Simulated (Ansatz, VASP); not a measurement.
# Two plane-wave programs on Ge

```xyz
2
Lattice="3.9580 0.0000 0.0000 -1.9790 3.4277 0.0000 0.0000 0.0000 28.0000" Properties=species:S:1:pos:R:3 pbc="T T T"
Ge    0.0000    2.2852   14.4285
Ge    1.9790    1.1426   13.5715
```

Alike in both runs: task single point; functional LDA; k mesh 12 × 12 × 1; occupations gaussian, width 0.1 eV; no spin polarisation.

```csv
,VASP,Ansatz
version,VASP 6.6.1,Ansatz 0.2.0
potentials or method,"VASP PAW LDA potentials, release 64 (Ge_d), cutoff 520 eV","scalar-relativistic, plane waves, PAW"
valence electrons in the cell,28,28
```

```csv
,VASP,Ansatz,Ansatz less VASP
gap on the k mesh at the Fermi level (eV),none,none,-
rms of the force components (eV/Å),0.523,0.533,+0.0093
```

Ansatz warns that its potentials were made for another functional, while VASP's fit it. LDA's correlation is that of Perdew and Zunger in VASP and of Perdew and Wang (1992) in Ansatz. Atom by atom the forces differ by 0.009 eV/Å (rms over components). A gap of «none» marks a metal or a gap that the smearing closes.
